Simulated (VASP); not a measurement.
# GaAs (F-43m) in VASP: notebook

GaAs is run at these levels: PBEsol, PBE, r2SCAN; tasks: vibrations by perturbation theory, dielectric tensor.

Everything below comes from runs of VASP 6.6.1. Logs are shortened: lines on timing, memory, paths and dates and some standing lists are left out, and cuts for length are marked.

## (1) The cell of the first run

It takes space group F-43m (No. 216, cubic). Conventional cell: a = 5.657 Å, b = 5.657 Å, c = 5.657 Å, α = 90.00°, β = 90.00°, γ = 90.00°. Within 3.2 Å of Ga (site symmetry -43m) lie 4 As at 2.45 Å. As (site symmetry -43m) has 4 Ga at 2.45 Å within 3.2 Å.

## (2) Vibrations by perturbation theory, PBEsol

INCAR

```
ALGO     = Normal         # electronic algorithm
EDIFF    = 1E-8           # SCF threshold, eV
ENCUT    = 520            # plane-wave cutoff, eV
GGA      = PS             # functional
IBRION   = 8              # ionic algorithm
ISIF     = 2              # what is computed and relaxed
ISMEAR   = 0              # smearing method
LASPH    = T              # aspherical terms in the spheres
LCHARG   = F              # write CHGCAR
LEPSILON = T              # dielectric tensor by DFPT
LREAL    = F              # projectors in reciprocal space
LWAVE    = F              # write WAVECAR
NBANDS   = 16             # bands
NELM     = 100            # most SCF steps
NSW      = 1              # ionic steps
PREC     = Accurate       # precision mode
SIGMA    = 0.01           # smearing width, eV
```

KPOINTS

```
k-points
0
Gamma
  6 6 6
```

POSCAR

```
GaAs
1.0
    0.0000000000      2.8287418603      2.8287418603
    2.8287418603      0.0000000000      2.8287418603
    2.8287418603      2.8287418603      0.0000000000
Ga As
1 1
Direct
    0.0000000000      0.0000000000      0.0000000000
    0.2500000000      0.2500000000      0.2500000000
```

Potentials or basis: VASP PAW PBE potentials, release 64 (Ga_d, As).

Command:

```bash
$ cat potpaw_PBE.64/Ga_d/POTCAR potpaw_PBE.64/As/POTCAR > POTCAR
$ mpirun -np 1 vasp_std > vasp.out
```

OUTCAR:

```text
EDIFF = 1E-8
   ENCUT = 520
   GGA = PS
   IBRION = 8
   ISIF = 2
   ISMEAR = 0
   LASPH = T
   LEPSILON = T
   LREAL = F
   NELM = 100
   NSW = 1
   PREC = Accurate

 ion  position               nearest neighbor table
   1  0.000  0.000  0.000-   2 2.45   2 2.45   2 2.45   2 2.45
   2  0.250  0.250  0.250-   1 2.45   1 2.45   1 2.45   1 2.45

  LATTYP: Found a face centered cubic cell.
 ALAT       =     5.6574837206

  Lattice vectors:

 A1 = (   0.0000000000,   2.8287418603,   2.8287418603)
 A2 = (   2.8287418603,   0.0000000000,   2.8287418603)
 A3 = (   2.8287418603,   2.8287418603,   0.0000000000)

Analysis of symmetry for initial positions (statically):
=====================================================================
 Subroutine PRICEL returns:
 Original cell was already a primitive cell.

 Routine SETGRP: Setting up the symmetry group for a
 face centered cubic supercell.

 Subroutine GETGRP returns: Found 24 space group operations
 (whereof 24 operations were pure point group operations)
 out of a pool of 48 trial point group operations.

The static configuration has the point symmetry T_d .

Analysis of symmetry for dynamics (positions and initial velocities):
=====================================================================
 Subroutine PRICEL returns:
 Original cell was already a primitive cell.

 Routine SETGRP: Setting up the symmetry group for a
 face centered cubic supercell.

 Subroutine GETGRP returns: Found 24 space group operations
 (whereof 24 operations were pure point group operations)
 out of a pool of 48 trial point group operations.

The dynamic configuration has the point symmetry T_d .

 Subroutine INISYM returns: Found 24 space group operations
 (whereof 24 operations are pure point group operations),
 and found     1 'primitive' translations

----------------------------------------------------------------------------------------

[... 524 lines left out ...]
     0.00000 -6.89715 -0.00529

 MACROSCOPIC STATIC DIELECTRIC TENSOR (including local field effects in DFT)
 ------------------------------------------------------
          74.332406    -0.000000    -0.000000
          -0.000000    74.332406     0.000000
          -0.000000     0.000000    74.332406
 ------------------------------------------------------

 PIEZOELECTRIC TENSOR (including local field effects)  for field in x, y, z        (e  Angst)
          XX          YY          ZZ          XY          YZ          ZX
  --------------------------------------------------------------------------------
  x     0.00000    -0.00000     0.00000     0.00000    -4.17451     0.00000
  y     0.00000     0.00000     0.00000     0.00000     0.00000    -4.17451
  z     0.00000    -0.00000     0.00000    -4.17451     0.00000     0.00000

 PIEZOELECTRIC TENSOR (including local field effects)  for field in x, y, z        (C/m^2)
          XX          YY          ZZ          XY          YZ          ZX
  --------------------------------------------------------------------------------
  x     0.00000    -0.00000     0.00000     0.00000    -1.47743     0.00000
  y     0.00000     0.00000     0.00000     0.00000     0.00000    -1.47743
  z     0.00000    -0.00000     0.00000    -1.47743     0.00000     0.00000

 BORN EFFECTIVE CHARGES (including local field effects) (in |e|, cummulative output)
 ---------------------------------------------------------------------------------
 ion    1
    1     2.65007     0.00000     0.00000
    2     0.00000     2.65007    -0.00000
    3     0.00000     0.00000     2.65007
 ion    2
    1    -2.65007     0.00000     0.00000
    2    -0.00000    -2.65007     0.00000
    3    -0.00000    -0.00000    -2.65007

 INTERNAL STRAIN TENSOR FOR ION    2 for displacements in x,y,z  (eV/Angst):
          X           Y           Z          XY          YZ          ZX
  --------------------------------------------------------------------------------
  x    -0.00000     0.00000     0.00000     0.00000    -6.89715     0.00000
  y    -0.00000    -0.00000    -0.00000     0.00000     0.00000    -6.89715
  z     0.00000     0.00000    -0.00000    -6.89715     0.00000     0.00000

 SECOND DERIVATIVES (NOT SYMMETRIZED)
 ------------------------------------
               1X          1Y          1Z          2X          2Y          2Z
  1X    -9.215131    0.000000    0.000000    9.215131    0.000000    0.000000
  1Y     0.000000   -9.215131    0.000000    0.000000    9.215131    0.000000
  1Z     0.000000    0.000000   -9.215131    0.000000    0.000000    9.215131
  2X     9.278870    0.000000    0.000000   -9.278870    0.000000    0.000000
  2Y     0.000000    9.278870    0.000000    0.000000   -9.278870    0.000000
  2Z     0.000000    0.000000    9.278870    0.000000    0.000000   -9.278870

 Eigenvectors and eigenvalues of the dynamical matrix
 ----------------------------------------------------

   1 f  =    7.910135 THz    49.700845 2PiTHz  263.853710 cm-1    32.713676 meV
             X         Y         Z           dx          dy          dz
      0.000000  0.000000  0.000000     0.000000    0.718506    0.000000
      1.414371  1.414371  1.414371    -0.000000   -0.695521    0.000000
[... 21 lines left out ...]
   6 f/i=    0.013624 THz     0.085602 2PiTHz    0.454445 cm-1     0.056344 meV
             X         Y         Z           dx          dy          dz
      0.000000  0.000000  0.000000     0.591738   -0.365507    0.000000
      1.414371  1.414371  1.414371     0.611293   -0.377586    0.000000

--------------------------------------------------------------------------------------------------------

 MACROSCOPIC STATIC DIELECTRIC TENSOR IONIC CONTRIBUTION
 ------------------------------------------------------
           3.035749    -0.000000    -0.000000
          -0.000000     3.035749     0.000000
          -0.000000     0.000000     3.035749
 ------------------------------------------------------

 ELASTIC MODULI CONTR FROM IONIC RELAXATION (kBar)
 Direction    XX          YY          ZZ          XY          YZ          ZX
 --------------------------------------------------------------------------------
 XX          -0.0000      0.0000      0.0000      0.0000     -0.0000     -0.0000
 YY           0.0000     -0.0000      0.0000      0.0000      0.0000     -0.0000
 ZZ           0.0000      0.0000     -0.0000     -0.0000      0.0000     -0.0000
 XY           0.0000      0.0000     -0.0000   -179.5926      0.0000     -0.0000
 YZ          -0.0000      0.0000      0.0000      0.0000   -179.5926      0.0000
 ZX          -0.0000     -0.0000     -0.0000     -0.0000      0.0000   -179.5926
 --------------------------------------------------------------------------------

 PIEZOELECTRIC TENSOR IONIC CONTR  for field in x, y, z        (C/m^2)
          XX          YY          ZZ          XY          YZ          ZX
  --------------------------------------------------------------------------------
  x     0.00000    -0.00000    -0.00000    -0.00000     0.69478    -0.00000
  y     0.00000     0.00000     0.00000     0.00000    -0.00000     0.69478
  z    -0.00000    -0.00000     0.00000     0.69478    -0.00000     0.00000
```

Wall time 12 min (1 thread of AMD EPYC 7R13, shared host); peak memory 0.21 GiB.

What came out:

| Item | Value |
| --- | --- |
| Electronic dielectric tensor (diagonal) | 74.33 |
| Born charges (mean of the diagonal) | Ga +2.65; As -2.65 e |
| Highest phonon frequency at Γ, LO-TO splitting left out | 264 cm⁻¹ |

Phonon frequencies in cm⁻¹ (negative: imaginary):
| q point | frequencies |
| --- | --- |
| (0.000, 0.000, 0.000) | 0 0 0 264 264 264 |

Electronic dielectric tensor:
```
74.33  0.00  0.00
 0.00 74.33  0.00
 0.00  0.00 74.33
```

Born effective charge tensors (e):
atom 1, Ga
```
2.65 0.00 0.00
0.00 2.65 0.00
0.00 0.00 2.65
```
atom 2, As
```
-2.65  0.00  0.00
 0.00 -2.65  0.00
 0.00  0.00 -2.65
```

[end of part 1 of 2]
